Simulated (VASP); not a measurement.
# PbSe (rocksalt type) (Immm) in VASP: electric field gradients with PBE

Aim: the electric field gradients of PbSe (rocksalt type) with PBE.

Program: VASP 6.6.1. These are calculated values, not measurements. Logs are shortened: lines on timing, memory, paths and dates and some standing lists are left out, and cuts for length are marked.

### Step 1. The cell of the first run

Symmetry: Immm, No. 71, orthorhombic system. The conventional cell has a = 4.351 Å, b = 4.439 Å, c = 6.216 Å, α = 90.00°, β = 90.00°, γ = 90.00°. Within 4.1 Å of Pb (site symmetry mmm) lie 6 Se at 3.11 Å. Within 4.1 Å of Se (site symmetry mmm) lie 6 Pb at 3.11 Å.

### Step 2. Electric field gradients, PBE (xy shear strain of -2 %)

File INCAR:

```
ALGO = Normal
EDIFF = 1E-8
ENCUT = 520
GGA = PE
ISIF = 2
ISMEAR = -1
LASPH = T
LCHARG = F
LEFG = T
LREAL = F
LWAVE = F
NBANDS = 17
NELM = 60
PREC = Accurate
SIGMA = 0.03
```

File KPOINTS:

```
k-points
0
Gamma
  10 10 10
```

File POSCAR:

```
PbSe
1.0
   -0.0310796127      3.1079612690      3.1079612690
    3.1079612690     -0.0310796127      3.1079612690
    3.0768816563      3.0768816563      0.0000000000
Pb Se
1 1
Direct
    0.0000000000      0.0000000000      0.0000000000
    0.5000000000      0.5000000000      0.5000000000
```

Potentials or basis: VASP PAW PBE potentials, release 64 (Pb_d, Se).

Launch:

```bash
> cat potpaw_PBE.64/Pb_d/POTCAR potpaw_PBE.64/Se/POTCAR > POTCAR
> mpirun -np 1 vasp_std > vasp.out
```

OUTCAR:

```text
EDIFF = 1E-8
   ENCUT = 520
   GGA = PE
   ISIF = 2
   ISMEAR = -1
   LASPH = T
   LREAL = F
   NELM = 60
   PREC = Accurate

 ion  position               nearest neighbor table
   1  0.000  0.000  0.000-   2 3.11   2 3.11   2 3.11   2 3.11   2 3.11   2 3.11
   2  0.500  0.500  0.500-   1 3.11   1 3.11   1 3.11   1 3.11   1 3.11   1 3.11

  LATTYP: Found a body centered orthorhombic cell.
 ALAT       =     4.3513677682
 B/A-ratio  =     1.0202020202
 C/A-ratio  =     1.4284985479

  Lattice vectors:

 A1 = (   0.0310796127,  -3.1079612690,  -3.1079612690)
 A2 = (  -0.0310796127,   3.1079612690,  -3.1079612690)
 A3 = (   3.1079612690,  -0.0310796127,   3.1079612690)

Analysis of symmetry for initial positions (statically):
=====================================================================
 Subroutine PRICEL returns:
 Original cell was already a primitive cell.

 Routine SETGRP: Setting up the symmetry group for a
 body centered orthorhombic supercell.

 Subroutine GETGRP returns: Found  8 space group operations
 (whereof  8 operations were pure point group operations)
 out of a pool of  8 trial point group operations.

The static configuration has the point symmetry D_2h.

Analysis of symmetry for dynamics (positions and initial velocities):
=====================================================================
 Subroutine PRICEL returns:
 Original cell was already a primitive cell.

 Routine SETGRP: Setting up the symmetry group for a
 body centered orthorhombic supercell.

 Subroutine GETGRP returns: Found  8 space group operations
 (whereof  8 operations were pure point group operations)
 out of a pool of  8 trial point group operations.

The dynamic configuration has the point symmetry D_2h.

 Subroutine INISYM returns: Found  8 space group operations
 (whereof  8 operations are pure point group operations),
 and found     1 'primitive' translations

----------------------------------------------------------------------------------------

                                     Primitive cell

  volume of cell :      60.0362

  direct lattice vectors                    reciprocal lattice vectors
    -0.031079613  3.107961269  3.107961269    -0.159284322  0.159284322  0.160877166
     3.107961269 -0.031079613  3.107961269     0.159284322 -0.159284322  0.160877166
     3.076881656  3.076881656  0.000000000     0.162502188  0.162502188 -0.160877166

  length of vectors
     4.395430860  4.395430860  4.351367768     0.276811223  0.276811223  0.280526976

  position of ions in fractional coordinates (direct lattice)
     0.000000000  0.000000000  0.000000000
     0.500000000  0.500000000  0.500000000

  ion indices of the primitive-cell ions
   primitive index   ion index
                 1           1
                 2           2

----------------------------------------------------------------------------------------

 KPOINTS: k-points

Automatic generation of k-mesh.
 Grid dimensions read from file:
 generate k-points for:   10   10   10

 Generating k-lattice:

  Cartesian coordinates                     Fractional coordinates (reciprocal lattice)
    -0.015928432  0.015928432  0.016087717     0.100000000  0.000000000  0.000000000
     0.015928432 -0.015928432  0.016087717     0.000000000  0.100000000  0.000000000
     0.016250219  0.016250219 -0.016087717    -0.000000000 -0.000000000  0.100000000

  Length of vectors
     0.027681122  0.027681122  0.028052698

  Shift w.r.t. Gamma in fractional coordinates (k-lattice)
     0.000000000  0.000000000  0.000000000

 Subroutine IBZKPT returns following result:
 ===========================================

 Found    171 irreducible k-points:

 Following reciprocal coordinates:
            Coordinates               Weight
  0.000000  0.000000  0.000000      1.000000
  0.100000  0.000000  0.000000      4.000000
  0.200000  0.000000  0.000000      4.000000
  0.300000  0.000000  0.000000      4.000000
  0.400000  0.000000  0.000000      4.000000
  0.500000  0.000000  0.000000      2.000000
[... 16 lines left out ...]
  0.300000  0.300000  0.000000      2.000000
  0.400000  0.300000  0.000000      4.000000
 [... further k-points ...]
   k-points           NKPTS =    171   k-points in BZ     NKDIM =    171   number of bands    NBANDS=     17
   number of dos      NEDOS =    301   number of ions     NIONS =      2
   total plane-waves  NPLWV =  41472
   dimension x,y,z NGX =    36 NGY =   36 NGZ =   32
   dimension x,y,z NGXF=    72 NGYF=   72 NGZF=   64
   ions per type =               1   1
   NGX,Y,Z   is equivalent  to a cutoff of  13.62, 13.62, 12.23 a.u.
   NGXF,Y,Z  is equivalent  to a cutoff of  27.23, 27.23, 24.45 a.u.
 SYSTEM =  unknown system
   PREC   = accura    normal or accurate (medium, high low for compatibility)
   ISTART =      0    job   : 0-new  1-cont  2-samecut
   ICHARG =      2    charge: 1-file 2-atom 10-const
   ISPIN  =      1    spin polarized calculation?
   LNONCOLLINEAR =      F non collinear calculations
   LSORBIT =      F    spin-orbit coupling
   LASPH  =      T    aspherical Exc in radial PAW
   ENCUT  =  520.0 eV  38.22 Ry    6.18 a.u.   8.17  8.17  8.09*2*pi/ulx,y,z
   NELM   =     60;   NELMIN=  2; NELMDL= -5     # of ELM steps
   EDIFF  = 0.1E-07   stopping-criterion for ELM
   LREAL  =      F    real-space projection
   EDIFFG = 0.1E-06   stopping-criterion for IOM
   NSW    =      0    number of steps for IOM
   IBRION =     -1    ionic relax: 0-MD 1-quasi-New 2-CG
   NFREE  =      0    steps in history (QN), initial steepest desc. (CG)
   ISIF   =      2    stress and relaxation
   ISYM   =      2    0-nonsym 1-usesym 2-fastsym
   POTIM  = 0.5000    time-step for ionic-motion
   TEBEG  =    0.0;   TEEND  =   0.0 temperature during run
   PSTRESS=    0.0 pullay stress
   NELECT =      20.0000    total number of electrons
   NUPDOWN=      -1.0000    fix difference up-down
   EMIN   =  10.00;   EMAX   =-10.00  energy-range for DOS
   EFERMI =   0.00;   METHOD = LEGACY
   ISMEAR =    -1;   SIGMA  =   0.03  broadening in eV -4-tet -1-fermi 0-gaus
   EFERMI_NEDOS =   21; number of points for ismear=-14 and -15
   IALGO  =     38    algorithm
   IMIX   =      4    mixing-type and parameters
     AMIX     =   0.40;   BMIX     =  1.00
     AMIX_MAG =   1.60;   BMIX_MAG =  1.00
  volume/ion in A,a.u.               =      30.02       202.57
  Fermi-wavevector in a.u.,A,eV,Ry     =   1.134872  2.144598 17.523425  1.287935
  Thomas-Fermi vector in A             =   2.271577
   LORBIT       =      0    0 simple, 1 ext, 2 COOP (PROOUT), +10 PAW based schemes
   GGA     = PE    functional components
   LHFCALC =     F    Hartree Fock is set to
   AEXX    =    0.0000 exact exchange contribution
   IVDW    =     0    specifies the selected vdW correction
   LEPSILON=     F    determine dielectric tensor
   LRPA    =     F    only Hartree local field effects (RPA)
 non-spin polarized calculation
  energy-cutoff  :      520.00
  volume of cell :       60.04
 maximum number of plane-waves:      1630
 NGX is ok and might be reduce to    36
   NGX = 17   NGY = 17   NGZ = 17

 number of electron      19.9999999 magnetization

 Free energy of the ion-electron system (eV)
  ---------------------------------------------------
  ext. energy  EPLUGINS =         0.00000000
  ---------------------------------------------------
  free energy    TOTEN  =        -8.19685166 eV

  energy without entropy =       -8.19684633  energy(sigma->0) =       -8.19684900

 E-fermi :   4.6934     XC(G=0):  -9.3196

 val. band max:        4.5188862053   @ k =   0.5000   0.0000   0.0000
 cond. band min:       4.8672298663   @ k =  -0.0000  -0.0000   0.5000
 fundamental gap:      0.3483436610
 Fermi energy:         4.6933681891

 k-point     1 :       0.0000    0.0000    0.0000
  band No.  band energies     occupation
      1     -12.2589      2.00000
      2     -12.2576      2.00000
      3     -12.2552      2.00000
      4     -12.2503      2.00000
      5     -12.2481      2.00000
      6      -8.7014      2.00000
[... 9 lines left out ...]
     16      11.2556      0.00000
     17      12.6383      0.00000

 k-point     2 :       0.1000    0.0000    0.0000
  band No.  band energies     occupation
      1     -12.2595      2.00000
      2     -12.2564      2.00000
      3     -12.2544      2.00000
      4     -12.2507      2.00000
      5     -12.2473      2.00000
      6      -8.6321      2.00000
[... 9 lines left out ...]
     16      11.4682      0.00000
     17      13.3603      0.00000

 k-point     3 :       0.2000    0.0000    0.0000
  band No.  band energies     occupation
      1     -12.2625      2.00000
      2     -12.2586      2.00000
      3     -12.2535      2.00000
      4     -12.2462      2.00000
      5     -12.2427      2.00000
      6      -8.4356      2.00000
[... 9 lines left out ...]
     16      12.0222      0.00000
     17      14.7320      0.00000

 k-point     4 :       0.3000    0.0000    0.0000
  band No.  band energies     occupation
      1     -12.2677      2.00000
      2     -12.2638      2.00000
      3     -12.2527      2.00000
      4     -12.2384      2.00000
      5     -12.2354      2.00000
      6      -8.1527      2.00000
[... 9 lines left out ...]
     16      12.8671      0.00000
     17      15.9796      0.00000
[... 343 lines left out ...]
      1     -12.2723      2.00000
      2     -12.2607      2.00000
      3     -12.2496      2.00000
      4     -12.2444      2.00000
      5     -12.2353      2.00000
      6      -8.0555      2.00000
[... 9 lines left out ...]
     16      13.9217      0.00000
     17      14.4690      0.00000

 k-point    23 :       0.3000    0.3000    0.0000
  band No.  band energies     occupation
      1     -12.3044      2.00000
      2     -12.2660      2.00000
      3     -12.2399      2.00000
      4     -12.2344      2.00000
      5     -12.2307      2.00000
      6      -7.9505      2.00000
[... 9 lines left out ...]
     16      14.5076      0.00000
     17      14.8940      0.00000

 k-point    24 :       0.4000    0.3000    0.0000
  band No.  band energies     occupation
      1     -12.3177      2.00000
      2     -12.2661      2.00000
      3     -12.2413      2.00000
      4     -12.2280      2.00000
      5     -12.2265      2.00000
      6      -7.7353      2.00000
[... 9 lines left out ...]
     16      15.1872      0.00000
     17      15.8646      0.00000

 [... further k-points ...]

------------------------ aborting loop because EDIFF is reached ----------------------------------------

  FORCE on cell =-STRESS in cart. coord.  units (eV):
  Direction    XX          YY          ZZ          XY          YZ          ZX
  --------------------------------------------------------------------------------------
  -------------------------------------------------------------------------------------
  Total        0.0122917      0.0122917      0.0090883      0.1298045      0.0000000      0.0000000
  in kB        0.3280274      0.3280274      0.2425386      3.4640714      0.0000000      0.0000000
  external PRESSURE =       0.2995312 kB  Pullay stress =       0.0000000 kB

 VOLUME and BASIS-vectors are now :
 -----------------------------------------------------------------------------
  energy-cutoff  :      520.00
  volume of cell :       60.04
      direct lattice vectors                 reciprocal lattice vectors
    -0.031079613  3.107961269  3.107961269    -0.159284322  0.159284322  0.160877166
     3.107961269 -0.031079613  3.107961269     0.159284322 -0.159284322  0.160877166
     3.076881656  3.076881656  0.000000000     0.162502188  0.162502188 -0.160877166

 POSITION                                       TOTAL-FORCE (eV/Angst)
 -----------------------------------------------------------------------------------
      0.00000      0.00000      0.00000        -0.000000     -0.000000     -0.000000
      3.07688      3.07688      3.10796         0.000000      0.000000      0.000000
 -----------------------------------------------------------------------------------
    total drift:                                0.000000      0.000000      0.000000

  FREE ENERGIE OF THE ION-ELECTRON SYSTEM (eV)
  ---------------------------------------------------
  free  energy   TOTEN  =        -8.1968516630 eV

  energy  without entropy=       -8.1968463284  energy(sigma->0) =       -8.19684900

 Electric field gradients (V/A^2)
---------------------------------------------------------------------
 ion       V_xx      V_yy      V_zz      V_xy      V_xz      V_yz
---------------------------------------------------------------------
   1       0.099     0.099    -0.198     2.313     0.000     0.000
   2      -0.048    -0.048     0.096    -7.050     0.000     0.000
---------------------------------------------------------------------

 Electric field gradients after diagonalization (V/A^2)
 (convention: |V_zz| > |V_xx| > |V_yy|)
----------------------------------------------------------------------
 ion       V_xx      V_yy      V_zz     asymmetry (V_yy - V_xx)/ V_zz
----------------------------------------------------------------------
   1      -2.214    -0.198     2.412       0.836
   2       7.002     0.096    -7.098       0.973
----------------------------------------------------------------------

           NMR quadrupolar parameters

 Cq : quadrupolar parameter    Cq=e*Q*V_zz/h
 eta: asymmetry parameters     (V_yy - V_xx)/ V_zz
 Q  : nuclear electric quadrupole moment in mb (millibarn)
----------------------------------------------------------------------
 ion       Cq(MHz)       eta       Q (mb)
----------------------------------------------------------------------
   1       0.006       0.836       1.000
   2      -0.017       0.973       1.000
----------------------------------------------------------------------
```

Wall time 80 s (1 thread of AMD EPYC 9R45 (Zen 5), shared host); peak memory 0.29 GiB.

What came out:

* Free energy: -8.1969 eV
* Pressure: 0.0 GPa
* Band gap on the k mesh: 0.35 eV (least direct gap 0.43 eV)
* Largest electric field gradient by atom: Pb +2.4; Se -7.1 V/Å²

Stress tensor (GPa, compression positive):
```
0.03 0.35 0.00
0.35 0.03 0.00
0.00 0.00 0.02
```

Electric field gradients, principal values (V/Å²):
```csv
atom,least,middle,greatest (by size)
1 Pb,-0.198,-2.214,2.412
2 Se,0.096,7.002,-7.098
```

Caveat: the cell differs from its parent crystal (xy shear strain of -2 %); without QUAD_EFG the Cq values of the log hold for a quadrupole moment of 1 mb, not for the nuclei; spin-orbit coupling is left out, which moves the levels of the heavy elements. A k mesh can miss the band edges.
